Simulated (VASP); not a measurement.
# LiCl (I4/mmm) in VASP: further runs

LiCl is run at these levels: LDA; tasks: single point.

Everything below comes from runs of VASP 6.6.1. Logs are shortened: lines on timing, memory, paths and dates and some standing lists are left out, and cuts for length are marked.

## 1. The cell of the first run

Symmetry: I4/mmm, No. 139, tetragonal system. Conventional cell: a = 3.536 Å, b = 3.536 Å, c = 5.258 Å, α = 90.00°, β = 90.00°, γ = 90.00°. Li (site symmetry 4/mmm) has 6 Cl at 2.50 to 2.63 Å within 3.3 Å. Cl (site symmetry 4/mmm) has 6 Li at 2.50 to 2.63 Å within 3.3 Å.

## 2. Single point, LDA (strain -0.025 along x and y, +0.025 along z)

Contents of INCAR:

```
  PREC = Accurate
  ENCUT = 520
  EDIFF = 1E-6
  ISMEAR = 0
  SIGMA = 0.05
  LREAL = F
  LASPH = T
  NELM = 60
  ALGO = Normal
  ISIF = 2
  LWAVE = F
  LCHARG = F
  NBANDS = 12
```

Contents of KPOINTS:

```
Automatic mesh
0
Gamma
  8 8 8
```

Contents of POSCAR:

```
LiCl
1.0
    0.0000000000      2.5006410000      2.6288790000
    2.5006410000      0.0000000000      2.6288790000
    2.5006410000      2.5006410000      0.0000000000
Li Cl
1 1
Direct
    0.0000000000      0.0000000000      0.0000000000
    0.5000000000      0.5000000000      0.5000000000
```

Potentials or basis: VASP PAW LDA potentials, release 64 (Li_sv, Cl).

On the command line:

```bash
$ cat potpaw_LDA.64/Li_sv/POTCAR potpaw_LDA.64/Cl/POTCAR > POTCAR
$ mpirun -np 1 vasp_std > vasp.out
```

OUTCAR:

```text
PREC = Accurate
   ENCUT = 520
   EDIFF = 1E-6
   ISMEAR = 0
   LREAL = F
   LASPH = T
   NELM = 60
   ISIF = 2

 ion  position               nearest neighbor table
   1  0.000  0.000  0.000-   2 2.50   2 2.50   2 2.50   2 2.50   2 2.63   2 2.63
   2  0.500  0.500  0.500-   1 2.50   1 2.50   1 2.50   1 2.50   1 2.63   1 2.63

  LATTYP: Found a body centered tetragonal cell.
 ALAT       =     3.5364404168
 C/A-ratio  =     1.4867373348

  Lattice vectors:

 A1 = (  -2.5006410000,   0.0000000000,   2.6288790000)
 A2 = (   2.5006410000,   0.0000000000,   2.6288790000)
 A3 = (   0.0000000000,   2.5006410000,  -2.6288790000)

Analysis of symmetry for initial positions (statically):
=====================================================================
 Subroutine PRICEL returns:
 Original cell was already a primitive cell.

 Routine SETGRP: Setting up the symmetry group for a
 body centered tetragonal supercell.

 Subroutine GETGRP returns: Found 16 space group operations
 (whereof 16 operations were pure point group operations)
 out of a pool of 16 trial point group operations.

The static configuration has the point symmetry D_4h.

Analysis of symmetry for dynamics (positions and initial velocities):
=====================================================================
 Subroutine PRICEL returns:
 Original cell was already a primitive cell.

 Routine SETGRP: Setting up the symmetry group for a
 body centered tetragonal supercell.

 Subroutine GETGRP returns: Found 16 space group operations
 (whereof 16 operations were pure point group operations)
 out of a pool of 16 trial point group operations.

The dynamic configuration has the point symmetry D_4h.

 Subroutine INISYM returns: Found 16 space group operations
 (whereof 16 operations are pure point group operations),
 and found     1 'primitive' translations

----------------------------------------------------------------------------------------

                                     Primitive cell

  volume of cell :      32.8778

  direct lattice vectors                    reciprocal lattice vectors
     0.000000000  2.500641000  2.628879000    -0.199948733  0.199948733  0.190195136
     2.500641000  0.000000000  2.628879000     0.199948733 -0.199948733  0.190195136
     2.500641000  2.500641000  0.000000000     0.199948733  0.199948733 -0.190195136

  length of vectors
     3.628251674  3.628251674  3.536440417     0.340783189  0.340783189  0.340783189

  position of ions in fractional coordinates (direct lattice)
     0.000000000  0.000000000  0.000000000
     0.500000000  0.500000000  0.500000000

  ion indices of the primitive-cell ions
   primitive index   ion index
                 1           1
                 2           2

----------------------------------------------------------------------------------------

 KPOINTS: Automatic mesh

Automatic generation of k-mesh.
 Grid dimensions read from file:
 generate k-points for:    8    8    8

 Generating k-lattice:

  Cartesian coordinates                     Fractional coordinates (reciprocal lattice)
    -0.024993592  0.024993592  0.023774392     0.125000000  0.000000000  0.000000000
     0.024993592 -0.024993592  0.023774392     0.000000000  0.125000000  0.000000000
     0.024993592  0.024993592 -0.023774392    -0.000000000 -0.000000000  0.125000000

  Length of vectors
     0.042597899  0.042597899  0.042597899

  Shift w.r.t. Gamma in fractional coordinates (k-lattice)
     0.000000000  0.000000000  0.000000000

 Subroutine IBZKPT returns following result:
 ===========================================

 Found     59 irreducible k-points:

 Following reciprocal coordinates:
            Coordinates               Weight
  0.000000  0.000000  0.000000      1.000000
  0.125000  0.000000  0.000000      8.000000
  0.250000  0.000000  0.000000      8.000000
  0.375000  0.000000  0.000000      8.000000
  0.500000  0.000000  0.000000      4.000000
  0.125000  0.125000  0.000000      2.000000
[... 16 lines left out ...]
  0.250000  0.000000  0.125000     16.000000
  0.375000  0.000000  0.125000     16.000000
 [... further k-points ...]
   k-points           NKPTS =     59   k-points in BZ     NKDIM =     59   number of bands    NBANDS=     12
   number of dos      NEDOS =    301   number of ions     NIONS =      2
   total plane-waves  NPLWV =  21952
   dimension x,y,z NGX =    28 NGY =   28 NGZ =   28
   dimension x,y,z NGXF=    56 NGYF=   56 NGZF=   56
   ions per type =               1   1
   NGX,Y,Z   is equivalent  to a cutoff of  12.83, 12.83, 13.16 a.u.
   NGXF,Y,Z  is equivalent  to a cutoff of  25.66, 25.66, 26.33 a.u.
 SYSTEM =  unknown system
   PREC   = accura    normal or accurate (medium, high low for compatibility)
   ISTART =      0    job   : 0-new  1-cont  2-samecut
   ICHARG =      2    charge: 1-file 2-atom 10-const
   ISPIN  =      1    spin polarized calculation?
   LNONCOLLINEAR =      F non collinear calculations
   LSORBIT =      F    spin-orbit coupling
   LASPH  =      T    aspherical Exc in radial PAW
   ENCUT  =  520.0 eV  38.22 Ry    6.18 a.u.   6.75  6.75  6.58*2*pi/ulx,y,z
   NELM   =     60;   NELMIN=  2; NELMDL= -5     # of ELM steps
   EDIFF  = 0.1E-05   stopping-criterion for ELM
   LREAL  =      F    real-space projection
   EDIFFG = 0.1E-04   stopping-criterion for IOM
   NSW    =      0    number of steps for IOM
   IBRION =     -1    ionic relax: 0-MD 1-quasi-New 2-CG
   NFREE  =      0    steps in history (QN), initial steepest desc. (CG)
   ISIF   =      2    stress and relaxation
   ISYM   =      2    0-nonsym 1-usesym 2-fastsym
   POTIM  = 0.5000    time-step for ionic-motion
   TEBEG  =    0.0;   TEEND  =   0.0 temperature during run
   PSTRESS=    0.0 pullay stress
   NELECT =      10.0000    total number of electrons
   NUPDOWN=      -1.0000    fix difference up-down
   EMIN   =  10.00;   EMAX   =-10.00  energy-range for DOS
   EFERMI =   0.00;   METHOD = LEGACY
   ISMEAR =     0;   SIGMA  =   0.05  broadening in eV -4-tet -1-fermi 0-gaus
   EFERMI_NEDOS =   21; number of points for ismear=-14 and -15
   IALGO  =     38    algorithm
   IMIX   =      4    mixing-type and parameters
     AMIX     =   0.40;   BMIX     =  1.00
     AMIX_MAG =   1.60;   BMIX_MAG =  1.00
  volume/ion in A,a.u.               =      16.44       110.94
  Fermi-wavevector in a.u.,A,eV,Ry     =   1.100966  2.080523 16.491964  1.212125
  Thomas-Fermi vector in A             =   2.237385
   LORBIT       =      0    0 simple, 1 ext, 2 COOP (PROOUT), +10 PAW based schemes
   GGA     = CA    functional components
   LHFCALC =     F    Hartree Fock is set to
   AEXX    =    0.0000 exact exchange contribution
   IVDW    =     0    specifies the selected vdW correction
   LEPSILON=     F    determine dielectric tensor
   LRPA    =     F    only Hartree local field effects (RPA)
 non-spin polarized calculation
 Gauss-broadening in eV      SIGMA  =   0.05
  energy-cutoff  :      520.00
  volume of cell :       32.88
 maximum number of plane-waves:       902
   NGX = 13   NGY = 13   NGZ = 13

 number of electron      10.0000002 magnetization

 Free energy of the ion-electron system (eV)
  ---------------------------------------------------
  ext. energy  EPLUGINS =         0.00000000
  ---------------------------------------------------
  free energy    TOTEN  =        -8.07199566 eV

  energy without entropy =       -8.07199566  energy(sigma->0) =       -8.07199566

 E-fermi :   1.0300     XC(G=0):  -9.2725

 val. band max:        0.7286794384   @ k =   0.0000   0.0000   0.0000
 cond. band min:       6.8046925713   @ k =   0.0000   0.0000   0.0000
 fundamental gap:      6.0760131330
 Fermi energy:         1.0299588662

 k-point     1 :       0.0000    0.0000    0.0000
  band No.  band energies     occupation
      1     -41.7719      2.00000
      2     -12.7703      2.00000
      3       0.6041      2.00000
      4       0.6041      2.00000
      5       0.7287      2.00000
      6       6.8047      0.00000
      7      12.1320      0.00000
      8      12.5765      0.00000
      9      12.5765      0.00000
     10      14.2767      0.00000
     11      14.8422      0.00000
     12      15.2723      0.00000

 k-point     2 :       0.1250    0.0000    0.0000
  band No.  band energies     occupation
      1     -41.7713      2.00000
      2     -12.6885      2.00000
      3       0.0729      2.00000
      4       0.5784      2.00000
      5       0.6332      2.00000
      6       7.2716      0.00000
      7      11.5765      0.00000
      8      12.0412      0.00000
      9      12.5521      0.00000
     10      13.4583      0.00000
     11      13.7537      0.00000
     12      15.3978      0.00000

 k-point     3 :       0.2500    0.0000    0.0000
  band No.  band energies     occupation
      1     -41.7699      2.00000
      2     -12.4792      2.00000
      3      -1.0444      2.00000
      4       0.4890      2.00000
      5       0.5210      2.00000
      6       7.6332      0.00000
      7      10.8350      0.00000
      8      11.3702      0.00000
      9      11.5021      0.00000
     10      14.4924      0.00000
     11      14.5108      0.00000
     12      16.0199      0.00000
[... 286 lines left out ...]
 k-point    23 :       0.2500    0.0000    0.1250
  band No.  band energies     occupation
      1     -41.7699      2.00000
      2     -12.4842      2.00000
      3      -0.7554      2.00000
      4       0.2439      2.00000
      5       0.3872      2.00000
      6       8.2149      0.00000
      7      10.6639      0.00000
      8      10.8642      0.00000
      9      11.9291      0.00000
     10      13.1565      0.00000
     11      15.4824      0.00000
     12      16.7648      0.00000

 k-point    24 :       0.3750    0.0000    0.1250
  band No.  band energies     occupation
      1     -41.7686      2.00000
      2     -12.2545      2.00000
      3      -1.7137      2.00000
      4       0.1559      2.00000
      5       0.1856      2.00000
      6       8.0474      0.00000
      7      10.0450      0.00000
      8      10.9534      0.00000
      9      11.5803      0.00000
     10      14.6432      0.00000
     11      17.0638      0.00000
     12      17.7012      0.00000

 [... further k-points ...]
[... 5 lines left out ...]
  --------------------------------------------------------------------------------------
  -------------------------------------------------------------------------------------
  Total       -0.3906354     -0.3906354     -0.7116683      0.0000000      0.0000000     -0.0000000
  in kB      -19.0361404    -19.0361404    -34.6804668      0.0000000      0.0000000     -0.0000000
  external PRESSURE =     -24.2509159 kB  Pullay stress =       0.0000000 kB

 VOLUME and BASIS-vectors are now :
 -----------------------------------------------------------------------------
  energy-cutoff  :      520.00
  volume of cell :       32.88
      direct lattice vectors                 reciprocal lattice vectors
     0.000000000  2.500641000  2.628879000    -0.199948733  0.199948733  0.190195136
     2.500641000  0.000000000  2.628879000     0.199948733 -0.199948733  0.190195136
     2.500641000  2.500641000  0.000000000     0.199948733  0.199948733 -0.190195136

 POSITION                                       TOTAL-FORCE (eV/Angst)
 -----------------------------------------------------------------------------------
      0.00000      0.00000      0.00000         0.000000     -0.000000      0.000000
      2.50064      2.50064      2.62888        -0.000000      0.000000      0.000000
 -----------------------------------------------------------------------------------
    total drift:                                0.000000      0.000000      0.000000

  FREE ENERGIE OF THE ION-ELECTRON SYSTEM (eV)
  ---------------------------------------------------
  free  energy   TOTEN  =        -8.0719956571 eV

  energy  without entropy=       -8.0719956571  energy(sigma->0) =       -8.07199566
```

Run time: 34 s. Hardware: 1 thread of AMD EPYC 7R43 (Zen 3), shared host; peak memory 0.1 GiB.

What came out:

* Free energy: -8.0720 eV
* Band gap on the k mesh: 6.08 eV, direct

Caveat: the cell differs from its parent crystal (strain -0.025 along x and y, +0.025 along z); the cutoff is under 1.25 times the usual one of these potentials, so pressure, stress and relaxed cells hold a basis-set (Pulay) error. A k mesh can miss the band edges.

(Part 1 of 2 ends here.)
